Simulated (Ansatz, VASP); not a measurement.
# Two plane-wave programs on MgO

Contents of INCAR:

```
SYSTEM = MgO
ALGO = Normal
EDIFF = 1E-6
ENCUT = 520
GGA = PE
ISIF = 2
ISMEAR = 0
LASPH = .True.
LCHARG = .True.
LELF = .True.
LREAL = .False.
LVHAR = .True.
LWAVE = .False.
NBANDS = 36
NELM = 100
PREC = Accurate
SIGMA = 0.05
```

Contents of KPOINTS:

```
k-points
0
Gamma
  9 9 2
  0 0 0
```

The input POSCAR:

```
MgO
1.0
    2.1351500000     -2.1351500000      0.0000000000
    2.1351500000      0.0000000000     -2.1351500000
    9.4066254038      9.4066254038      9.4066254038
Mg O
6 6
Direct
    0.6666666667      0.6666666667      0.0378306054
    0.0000000000      0.0000000000      0.7944427124
    0.3333333333      0.3333333333      0.1891530268
    0.6666666667      0.6666666667      0.4917978696
    0.0000000000      0.0000000000      0.3404754482
    0.3333333333      0.3333333333      0.6431202910
    0.6666666667      0.6666666667      0.2648142375
    0.0000000000      0.0000000000      0.1134918161
    0.3333333333      0.3333333333      0.4161366589
    0.6666666667      0.6666666667      0.7187815017
    1.0000000000      1.0000000000      0.5674590803
    0.3333333333      0.3333333333      0.8701039231
```

Input for Ansatz:

```yaml
crystal:
  lattice:
    - [2.13515, -2.13515, 0.0]
    - [2.13515, 0.0, -2.13515]
    - [9.4066254038, 9.4066254038, 9.4066254038]
  atoms:
    - { symbol: Mg, position: [0.6666666667, 0.6666666667, 0.0378306054] }
    - { symbol: Mg, position: [0.0, 0.0, 0.7944427124] }
    - { symbol: Mg, position: [0.3333333333, 0.3333333333, 0.1891530268] }
    - { symbol: Mg, position: [0.6666666667, 0.6666666667, 0.4917978696] }
    - { symbol: Mg, position: [0.0, 0.0, 0.3404754482] }
    - { symbol: Mg, position: [0.3333333333, 0.3333333333, 0.643120291] }
    - { symbol: O, position: [0.6666666667, 0.6666666667, 0.2648142375] }
    - { symbol: O, position: [0.0, 0.0, 0.1134918161] }
    - { symbol: O, position: [0.3333333333, 0.3333333333, 0.4161366589] }
    - { symbol: O, position: [0.6666666667, 0.6666666667, 0.7187815017] }
    - { symbol: O, position: [1.0, 1.0, 0.5674590803] }
    - { symbol: O, position: [0.3333333333, 0.3333333333, 0.8701039231] }
basis:
  ecutwfc: 420
kpoints:
  mp_grid: { grid: [9, 9, 2] }
hamiltonian:
  xc: pbe
scf:
  occupations: { method: gaussian, width: 0.05 }
output:
  forces: true
  stress: true
  eigenvalues: true
```

Alike in both runs: task single point; functional PBE; k mesh 9 × 9 × 2; occupations gaussian, width 0.05 eV; no spin polarisation.

```csv
,VASP,Ansatz
version,VASP 6.6.1,Ansatz 0.2.0
potentials or method,"VASP PAW PBE potentials, release 64 (Mg, O), cutoff 520 eV","scalar-relativistic, plane waves, PAW"
valence electrons in the cell,48,96
```

```tsv
	VASP	Ansatz	Ansatz less VASP
gap on the k mesh at the Fermi level (eV)	none	none	-
pressure (GPa)	-3.1	-2.5	+0.61
traceless stress, the component that is largest in VASP (GPa)	-3.51	-3.53	-0.019
rms of the force components (eV/Å)	0.522	0.528	+0.0065
```

Atom by atom the forces differ by 0.008 eV/Å (rms over components). A gap of «none» marks a metal or a gap that the smearing closes. VASP's potentials hold 48 valence electrons a cell and Ansatz's 96, so a difference there can come from the potentials and not from the codes.
